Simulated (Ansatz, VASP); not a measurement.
# BeS: VASP beside Ansatz

POSCAR

```
BeS
1.0
    2.9413850451      0.0000000000      0.0000000000
    0.0000000000      2.9413850451      0.0000000000
    0.0000000000      0.0000000000      2.9413850451
Be S
1 1
Direct
    0.0000000000      0.0000000000      0.0000000000
    0.5000000000      0.5000000000      0.5000000000
```

Contents of INCAR.step1:

```
SYSTEM = BeS
ALGO = Normal
EDIFF = 1E-5
ENCUT = 520
GGA = PE
GGA_COMPAT = .False.
ISIF = 2
ISMEAR = -1
LASPH = .True.
LREAL = .False.
LWAVE = .True.
NBANDS = 11
NELM = 120
PREC = Accurate
SIGMA = 0.02
```

File INCAR.step2:

```
SYSTEM = BeS
AEXX = 0.4
ALGO = Normal
EDIFF = 1E-6
ENCUT = 520
GGA = PE
GGA_COMPAT = .False.
HFSCREEN = 0.3
ISIF = 2
ISMEAR = -1
ISTART = 1
LASPH = .True.
LCHARG = .True.
LELF = .True.
LHFCALC = .True.
LREAL = .False.
LVHAR = .True.
LWAVE = .False.
NBANDS = 11
NELM = 120
PREC = Accurate
PRECFOCK = Normal
SIGMA = 0.02
```

The input KPOINTS:

```
k-points
0
Gamma
  4 4 4
  0 0 0
```

Input for Ansatz:

```yaml
crystal:
  lattice:
    - [2.9413850451, 0.0, 0.0]
    - [0.0, 2.9413850451, 0.0]
    - [0.0, 0.0, 2.9413850451]
  atoms:
    - { symbol: Be, position: [0.0, 0.0, 0.0] }
    - { symbol: S, position: [0.5, 0.5, 0.5] }
kpoints:
  mp_grid: { grid: [4, 4, 4] }
hamiltonian:
  xc: { exchange: pbe, correlation: pbe, exx: { coeff: 0.4, omega: 0.3 } }
scf:
  occupations: { method: fermi_dirac, width: 0.02 }
  n_extra_bands: 4
output:
  forces: true
  stress: true
  eigenvalues: true
```

Alike in both runs: task single point; functional PBE-based screened hybrid; k mesh 4 × 4 × 4; occupations fermi-dirac, width 0.02 eV; no spin polarisation.

|  | VASP | Ansatz |
| --- | --- | --- |
| version | VASP 6.6.1 | Ansatz 0.2.0 |
| potentials or method | VASP PAW PBE potentials, release 64 (Be, S) | plane waves |
| plane-wave cutoff (eV) | 520 | 420 |
| valence electrons in the cell | 8 | 8 |

|  | VASP | Ansatz | Ansatz less VASP |
| --- | --- | --- | --- |
| pressure (GPa) | -4.4 | -4.0 | +0.40 |

VASP's potentials were made for PBE, not for PBE-based screened hybrid. The functional is the same, so the differences come from potentials, cutoffs and numerics. Ansatz's warnings: filled band counts differ across k points, stress exchange threshold loose, stress scf threshold loose.

The k mesh is coarse, so the values compare programs but aren't converged.
